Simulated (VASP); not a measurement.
# Ti9Ni7 in VASP: notebook, part 2 of 2

VASP 6.6.1. Earlier steps stand in the parts before.

### 4 Single point, PBE

File INCAR:

```
PREC = Accurate
ENCUT = 520
EDIFF = 1E-7
ISMEAR = -1
SIGMA = 0.2309
LREAL = Auto
LASPH = True
NELM = 60
ALGO = Normal
ISIF = 2
LWAVE = False
LCHARG = False
GGA = PE
NBANDS = 103
ISYM = 0
```

File KPOINTS:

```
Automatic mesh
0
Gamma
  1 1 1
  0.25 0.25 0.25
```

File POSCAR:

```
Ti9Ni7
1.0
    6.1173580000      0.0376560000      0.0215690000
    0.0376560000      6.2512350000      0.3066880000
    0.0215690000      0.3066880000      6.5379140000
Ti Ni
9 7
Direct
    0.7484655673      0.4100596250      0.3104904684
    0.3945840752      0.6418405184      0.5957997354
    0.0614324700     -0.0825788706      0.5955388694
    0.6845691814      0.8667815294      0.3191022448
    0.3797075472      0.2447946098      0.9120966594
    0.6409800247      0.0089667382      0.6842721869
    0.5129226133      0.7580728306      0.9877953323
    0.8348267223      0.5441695282      0.7625214033
   -0.0019735496      0.8551570681      0.9610141945
    0.0686801694      0.1603007146      0.1954440410
    0.3976448377      0.1907160587      0.4407977639
   -0.0048342877      0.6172660833      0.3902033845
    0.3165700613      0.8303765917      0.2740016715
    0.0103227449      0.2597130941      0.6036124763
    0.3063291017      0.4198235901      0.2143512335
    0.6923542300      0.1782276681      0.0550777090
```

Started as:

```console
$ cat potpaw_PBE.64/Ti_sv/POTCAR potpaw_PBE.64/Ni/POTCAR > POTCAR
$ mpirun -np 1 vasp_std > vasp.out
```

It took 67 s on 1 thread of Intel Xeon 6975P-C (Granite Rapids), shared host; peak memory 0.33 GiB.

It converged, with:

| Property | Result |
| --- | --- |
| Free energy | -107.1968 eV |
| Pressure | 2.9 GPa |
| Largest force | 4.612 eV/Å |
| Band gap on the k mesh | 0.05 eV |

Forces in eV/Å, atoms in the order of the input:
```
Ti  -1.516 -1.149 -0.166
Ti  -0.180 -1.982  0.450
Ti   1.184 -0.424 -1.854
Ti   1.400  1.094  0.569
Ti  -2.536  0.124 -0.839
Ti   0.924  1.006 -0.192
Ti  -0.644 -1.439 -0.707
Ti  -0.755 -0.463  0.087
Ti   0.200  0.738  2.435
Ni  -0.824 -1.151  0.288
Ni   0.310 -2.390  2.037
Ni   1.928  0.564  0.045
Ni  -1.428  0.903 -0.123
Ni   0.533  0.990  0.189
Ni  -0.108  4.346 -1.541
Ni   1.513 -0.768 -0.677
```

Stress tensor (GPa, compression positive):
```
1.62 0.60 2.77
0.60 2.33 1.58
2.77 1.58 4.77
```

Levels at points of the mesh, in eV from the valence-band top:
```csv
k point,band 86,band 87,band 88,band 89,band 90,band 91,band 92,band 93
"(0.25, 0.25, 0.25)",-0.32,-0.16,-0.10,0.00,0.05,0.13,0.23,0.30
```

Caveat: the k points lie up to 1.03 Å⁻¹ apart. Spin polarisation is off, so any magnetic state and its effect on volume and gap are missing.

### 5 Single point, PBE

File INCAR:

```
ALGO     = Normal         # electronic algorithm
EDIFF    = 1E-7           # SCF threshold, eV
ENCUT    = 520            # plane-wave cutoff, eV
GGA      = PE             # functional
ISIF     = 2              # what is computed and relaxed
ISMEAR   = -1             # smearing method
ISYM     = 0            
LASPH    = True           # aspherical terms in the spheres
LCHARG   = False          # write CHGCAR
LREAL    = Auto         
LWAVE    = False          # write WAVECAR
NBANDS   = 103            # bands
NELM     = 60             # most SCF steps
PREC     = Accurate       # precision mode
SIGMA    = 0.1663         # smearing width, eV
```

KPOINTS is that of step 4.

File POSCAR:

```
Ti9Ni7
1.0
    6.1173580000      0.0376560000      0.0215690000
    0.0376560000      6.2512350000      0.3066880000
    0.0215690000      0.3066880000      6.5379140000
Ti Ni
9 7
Direct
    0.7153984704      0.4602158283      0.3551187578
    0.3652177728      0.5597976431      0.6093187213
    0.1927451046      0.9717054943      0.5951898826
    0.7566501779      0.9323377687      0.3383963152
    0.3031067068      0.1955615802      0.9150955338
    0.6756826660      0.0391790233      0.6841259252
    0.4839996972      0.7737019064      0.9784441215
    0.8061120700      0.5753360743      0.7542780922
    1.0355064503      0.8058507612      1.0363121025
    0.0780906056      0.1683147073      0.2365779915
    0.4428639501      0.2174330173      0.3268586540
    1.0512204544      0.6139329398      0.4105839203
    0.3394485120      0.8745607651      0.2895576698
    0.0741414828      0.2800081251      0.6247865467
    0.2996893153      0.5179573203      0.1269399852
    0.6973701867      0.1421487510      0.0214732262
```

Started as:

```console
$ cat potpaw_PBE.64/Ti_sv/POTCAR potpaw_PBE.64/Ni/POTCAR > POTCAR
$ mpirun -np 1 vasp_std > vasp.out
```

Run time: 63 s. Hardware: 1 thread of Intel Xeon 6975P-C (Granite Rapids), shared host; peak memory 0.33 GiB.

Results (log left out):

| Property | Result |
| --- | --- |
| Free energy | -108.1056 eV |
| Pressure | 0.6 GPa |
| Largest force | 2.390 eV/Å |
| Band gap on the k mesh | 0.08 eV |

Forces in eV/Å, atoms in the order of the input:
```
Ti   0.877 -0.810 -0.875
Ti   0.934  0.203  0.231
Ti  -0.299 -2.371 -0.021
Ti  -0.164 -0.352 -0.035
Ti   0.057  0.507  1.626
Ti   0.099  0.390  0.264
Ti   1.523  1.049 -1.273
Ti   0.657 -0.782 -0.174
Ti  -1.419  0.916 -0.169
Ni  -1.213  0.365 -0.416
Ni   0.054  0.118  1.159
Ni  -0.227  0.635 -0.514
Ni   0.603 -1.173 -0.393
Ni  -1.599  1.705 -0.216
Ni  -0.580 -1.250  0.601
Ni   0.698  0.850  0.206
```

Stress tensor (GPa, compression positive):
```
-1.10  1.13 -0.33
 1.13  2.66  3.04
-0.33  3.04  0.37
```

Levels at points of the mesh, in eV from the valence-band top:
```tsv
k point	band 87	band 88	band 89	band 90	band 91	band 92
(0.25, 0.25, 0.25)	-0.22	-0.09	0.00	0.08	0.23	0.35
```

Caveat: the k points lie up to 1.03 Å⁻¹ apart.

### 6 Single point, PBE

File INCAR:

```
SYSTEM = Ti9Ni7
PREC = Accurate
ENCUT = 520
EDIFF = 1E-7
ISMEAR = -1
SIGMA = 0.1663
LREAL = Auto
LASPH = .TRUE.
NELM = 60
ALGO = Normal
ISIF = 2
LWAVE = .FALSE.
LCHARG = .FALSE.
GGA = PE
NBANDS = 103
ISYM = 0
```

KPOINTS is that of step 5.

File POSCAR:

```
Ti9Ni7
1.0
    6.1173580000      0.0376560000      0.0215690000
    0.0376560000      6.2512350000      0.3066880000
    0.0215690000      0.3066880000      6.5379140000
Ti Ni
9 7
Direct
    0.7580564724      0.4646757708      0.2628931793
    0.5066013410      0.5361724232      0.6899311413
    0.2195234622      0.9264046841      0.6627427187
    0.8192965374      0.9075637687      0.3687955632
    0.3715138361      0.1516980893      0.9869961328
    0.6850261429      0.0861623832      0.6484451619
    0.5466649549      0.7970236072      1.0036646869
    0.8835688737      0.5407157934      0.7757748508
    0.9676788363      0.8017382880      1.0623520932
    0.0759387275      0.2092637288      0.2847411886
    0.4654511209      0.2948425786      0.3515355210
    1.1173888255      0.5895373849      0.4305674561
    0.3416315368      0.8680949336      0.2957764587
    0.0398716457      0.2023589431      0.7328499501
    0.2962142024      0.5264830795      0.0322422279
    0.7613938848      0.1571906298      0.0519661188
```

Potentials or basis: VASP PAW PBE potentials, release 64 (Ti_sv, Ni).

Started as:

```console
$ cat potpaw_PBE.64/Ti_sv/POTCAR potpaw_PBE.64/Ni/POTCAR > POTCAR
$ mpirun -np 1 vasp_std > vasp.out
```

Run time: 61 s. Hardware: 1 thread of Intel Xeon 6975P-C (Granite Rapids), shared host; peak memory 0.33 GiB.

It converged, with:

```
Free energy            : -107.3622 eV
Pressure               : -2.1 GPa
Largest force          : 2.926 eV/Å
Band gap on the k mesh : 0.10 eV
```

Forces in eV/Å, atoms in the order of the input:
```
Ti   1.169  0.219  0.313
Ti  -1.711  0.131 -1.511
Ti   0.479 -1.995 -1.201
Ti  -0.418 -0.886  0.405
Ti  -1.016  1.916  0.469
Ti  -1.012  0.301  1.093
Ti   0.663 -0.958 -0.514
Ti   1.392  0.172  0.333
Ti   2.540  1.263 -0.717
Ni   0.401  0.166  0.474
Ni  -1.783 -1.207  0.676
Ni  -0.139 -0.865  0.182
Ni   0.124  0.239  0.581
Ni   0.328  1.286 -0.012
Ni  -1.124 -0.258  0.477
Ni   0.109  0.477 -1.048
```

Stress tensor (GPa, compression positive):
```
-0.12 -0.09 -0.73
-0.09  0.13  5.12
-0.73  5.12 -6.28
```

Levels at points of the mesh, in eV from the valence-band top:
| k point | band 87 | band 88 | band 89 | band 90 | band 91 | band 92 |
| --- | --- | --- | --- | --- | --- | --- |
| (0.25, 0.25, 0.25) | -0.21 | -0.13 | 0.00 | 0.10 | 0.19 | 0.30 |

Caveat: the k points lie up to 1.03 Å⁻¹ apart. Spin polarisation is off, so any magnetic state and its effect on volume and gap are missing.
